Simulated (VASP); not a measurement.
Wanted: the native input for a VASP 6.6.1 run.

| Property | Result |
| --- | --- |
| Task | single point |
| Functional | LDA |
| Potentials or basis | VASP PAW LDA potentials, release 64 (V_sv, Co) |
| Cutoff | 520 eV |
| k mesh | 10 × 10 × 10 |
| Occupations | fermi-dirac, width 0.1 eV |
| Spin | collinear spin, ferromagnetic start |
| Starting moments | [1.5, 2.5] μB |
| Dipole correction | no |
| Further INCAR settings | ALGO = Normal; EDIFF = 1e-06; NBANDS = 22 |

The structure of VCo lies in POSCAR:

```
VCo
1.0
    2.7698508229      0.0000000000      0.0000000000
    0.0000000000      2.7698508229      0.0000000000
    0.0000000000      0.0000000000      2.7698508229
V Co
1 1
Direct
    0.0000000000      0.0000000000      0.0000000000
    0.5000000000      0.5000000000      0.5000000000
```

These files were run (other wordings do the same):

INCAR

```
SYSTEM = VCo
ALGO     = Normal         ! electronic algorithm
EDIFF    = 1E-6           ! SCF threshold, eV
ENCUT    = 520            ! plane-wave cutoff, eV
ISIF     = 2              ! what is computed and relaxed
ISMEAR   = -1             ! smearing method
ISPIN    = 2              ! spin polarisation
LASPH    = .TRUE.         ! aspherical terms in the spheres
LCHARG   = .FALSE.        ! write CHGCAR
LMAXMIX  = 4              ! l up to which the mixer works
LORBIT   = 11             ! projections on sites
LREAL    = .FALSE.        ! projectors in reciprocal space
LWAVE    = .FALSE.        ! write WAVECAR
MAGMOM   = 1.5 2.5        ! initial moments
NBANDS   = 22             ! bands
NELM     = 150            ! most SCF steps
PREC     = Accurate       ! precision mode
SIGMA    = 0.1            ! smearing width, eV
```

KPOINTS

```
k-points
0
G
  10 10 10
  0 0 0
```

Potentials or basis: VASP PAW LDA potentials, release 64 (V_sv, Co).

The run is started by

```sh
$ cat potpaw_LDA.64/V_sv/POTCAR potpaw_LDA.64/Co/POTCAR > POTCAR
$ mpirun -np 1 vasp_std > vasp.out
```

Results of the run:

The pressure is 14.0 GPa. The net moment is 0.37 μB per cell, the site moments are V +0.14; Co +0.22 μB and the valence electrons inside the program's atomic spheres are V 11.82; Co 8.65.

Caveat: the cell stands under pressure.

It took 18 s on 1 thread of Intel(R) Xeon(R) 6975P-C (Granite Rapids), with other jobs on the host, peak memory 0.16 GiB.
